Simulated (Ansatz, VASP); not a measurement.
# Two plane-wave programs on As

POSCAR

```
As
1.0
    1.8807968987      1.0858785957      3.5140619945
   -1.8807968987      1.0858785957      3.5140619945
    0.0000000000     -2.1717571915      3.5140619945
As
2
Direct
    0.2260000000      0.2260000000      0.2260000000
    0.7740000000      0.7740000000      0.7740000000
```

The input INCAR.step1:

```
ALGO = Normal
EDIFF = 1E-5
ENCUT = 520
GGA = PE
ISIF = 2
ISMEAR = -1
LASPH = T
LCHARG = F
LREAL = F
LWAVE = T
NBANDS = 12
NELM = 80
PREC = Accurate
SIGMA = 0.05
```

INCAR.step2

```
ALGO = Normal
EDIFF = 1E-7
ENCUT = 520
GGA = PE
HFSCREEN = 0.2079
ISIF = 2
ISMEAR = -1
ISTART = 1
LASPH = T
LCHARG = F
LHFCALC = T
LREAL = F
LWAVE = F
NBANDS = 12
NELM = 80
PREC = Accurate
PRECFOCK = Normal
SIGMA = 0.05
```

Contents of KPOINTS:

```
k-points
0
Gamma
  6 6 6
```

File input:

```
crystal:
  lattice:
    - [1.8807968987, 1.0858785957, 3.5140619945]
    - [-1.8807968987, 1.0858785957, 3.5140619945]
    - [0.0, -2.1717571915, 3.5140619945]
  atoms:
    - { symbol: As, position: [0.226, 0.226, 0.226] }
    - { symbol: As, position: [0.774, 0.774, 0.774] }
hamiltonian:
  xc: hse06
  pseudopotentials: { kind: paw }
kpoints:
  mp_grid: { grid: [6, 6, 6] }
  band_path:
    path:
      - [[0.0, 0.0, 0.0], [0.5, 0.0, 0.0], [0.5, 0.2303245873, -0.2303245873]]
      - [[0.7696754127, 0.5, 0.2303245873], [0.5, 0.5, 0.5], [0.0, 0.0, 0.0], [0.3651622936, 0.0, -0.3651622936]]
      - [[0.6348377064, 0.3651622936, 0.0], [0.5, 0.5, 0.0], [0.6348377064, 0.6348377064, 0.2303245873], [0.5, 0.5, 0.5]]
      - [[0.5, 0.0, 0.0], [0.7696754127, 0.3651622936, 0.3651622936]]
    npoints: 4
scf:
  occupations: { method: fermi_dirac, width: 0.05 }
  n_extra_bands: 6
output:
  forces: true
  stress: true
  eigenvalues: true
  fatbands: false
  write_density: true
  write_potential: true
  elf: true
  volumetric_format: npy
```

Alike in both runs: functional HSE06; k mesh 6 × 6 × 6; occupations fermi-dirac, width 0.05 eV; no spin polarisation.

|  | VASP | Ansatz |
| --- | --- | --- |
| version | VASP 6.6.1 | Ansatz 0.2.0 |
| potentials or method | VASP PAW PBE potentials, release 64 (As) | Ansatz PAW |
| plane-wave cutoff (eV) | 520 | 420 |
| valence electrons in the cell | 10 | 30 |
| task | single point | band structure |

```csv
,VASP,Ansatz,Ansatz less VASP
gap on the k mesh at the Fermi level (eV),none,none,-
pressure (GPa),0.5,0.8,+0.30
"traceless stress, the component that is largest in VASP (GPa)",0.10,0.01,-0.083
rms of the force components (eV/Å),0.026,0.028,+0.0022
```

Atom by atom the forces differ by 0.002 eV/Å (rms over components). A gap of «none» marks a metal or a gap that the smearing closes. VASP's potentials hold 10 valence electrons a cell and Ansatz's 30, so a difference there can come from the potentials and not from the codes.
